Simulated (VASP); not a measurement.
FeO: single point with PBE

The system is FeO.

```
Fe O
1.0
     0.00000    2.15462    2.15462
     2.15462    0.00000    2.15462
     2.15462    2.15462    0.00000
Fe O
1 1
Cartesian
  0.0000 0.0000 0.0000
  2.1546 2.1546 2.1546
```

```yaml
Program: VASP 6.6.1
Task: single point
Functional: PBE
Potentials_or_basis: VASP PAW PBE potentials, release 64 (Fe_sv, O)
Cutoff: 700 eV
k_mesh: 11 × 11 × 11
Occupations: fermi-dirac, width 0.05 eV
Spin: collinear spin, ferromagnetic start
Starting_moments: "[3.0, 0.0] μB"
Dipole_correction: no
Further_INCAR_settings: ALGO = Normal; EDIFF = 1e-06; NBANDS = 22
```

| Quantity | Value |
| --- | --- |
| Pressure | -1.1 GPa |
| Band gap on the k mesh | zero (filled and empty bands overlap) |
| Net moment | 4.00 μB per cell |
| Site moments | Fe +3.48; O +0.30 μB |
| Valence electrons inside the program's atomic spheres | Fe 13.62; O 4.99 |

Levels at points of the mesh, in eV from the Fermi level:
Spin up:
```tsv
k point	band 9	band 10	band 11	band 12	band 13	band 14	band 15	band 16	band 17	band 18
(0.00, 0.00, 0.00)	-3.88	-3.88	-3.88	-3.68	-3.68	0.02	15.24	16.96	16.96	16.96
```
Spin down:
| k point | band 7 | band 8 | band 9 | band 10 | band 11 | band 12 |
| --- | --- | --- | --- | --- | --- | --- |
| (0.00, 0.00, 0.00) | -3.33 | -3.33 | -0.74 | -0.74 | -0.74 | 0.22 |

Wall time 78 s on 1 thread of Intel(R) Xeon(R) Platinum 8259CL CPU @ 2.50GHz (Skylake/Cascade Lake), on a shared host, peak memory 0.21 GiB.

Caveat: a cell with one magnetic atom can't hold antiferromagnetic order, which such compounds often take; semilocal functionals often make such compounds metallic where correlation or magnetic order opens a gap, which also shifts bond lengths. With open d or f shells a metallic result of PBE can be an artefact of self-interaction; +U or a hybrid may open a gap.
